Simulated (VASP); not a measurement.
Set up this calculation in VASP 6.6.1, as the native input.

```
Task                   : relaxation of cell and atoms
Functional             : PBE
Potentials or basis    : VASP PAW PBE potentials, release 64 (Os)
Cutoff                 : 600 eV
k mesh                 : 9 × 9 × 2
Occupations            : gaussian, width 0.1 eV
Spin                   : no spin polarisation
Dipole correction      : no
Further INCAR settings : ALGO = Fast; EDIFF = 1e-06; IBRION = 2; EDIFFG = -0.04; NSW = 90; ISIF = 3
```

The structure of Os lies in POSCAR:

```
Os
1.0
    2.7869721885      0.0000000000      0.0000000000
   -1.3934860942      2.4135887149      0.0000000000
    0.0000000000      0.0000000000      8.9885353806
Os
4
Direct
    0.0000000000      0.0000000000      0.0000000000
    0.0000000000      0.0000000000      0.5000000000
    0.3333333333      0.6666666667      0.7500000000
    0.6666666667      0.3333333333      0.2500000000
```

The input as run:

INCAR

```
SYSTEM = Os
PREC = Accurate ; ENCUT = 600
EDIFF = 1E-6 ; ISMEAR = 0
SIGMA = 0.1 ; LREAL = .False.
LASPH = .True. ; NELM = 100
ALGO = Fast ; ISIF = 3
LWAVE = .False. ; LCHARG = .False.
GGA = PE ; IBRION = 2
NSW = 90 ; EDIFFG = -0.04
```

KPOINTS

```
regular mesh
0
Gamma
  9 9 2
  0 0 0
```

Potentials or basis: VASP PAW PBE potentials, release 64 (Os).

Run with:

```sh
$ cat potpaw_PBE.64/Os/POTCAR > POTCAR
$ mpirun -np 1 vasp_std > vasp.out
```

Results of the run:

```json
{"Relaxed volume": "14.31 Å³/atom", "Relaxed cell": "a = 2.733 Å, b = 2.733 Å, c = 8.848 Å, α = 90.00°, β = 90.00°, γ = 120.00°", "Space group after relaxing (to 0.1 Å)": "P6_3/mmc (No. 194)", "Pressure after relaxing": "0.0 GPa"}
```

Caveat: the highest band is partly filled, so the run has too few bands.

It took 2.1 min on 1 thread of Oxide Virtual Turin-like Processor, on a shared host, peak memory 0.18 GiB.
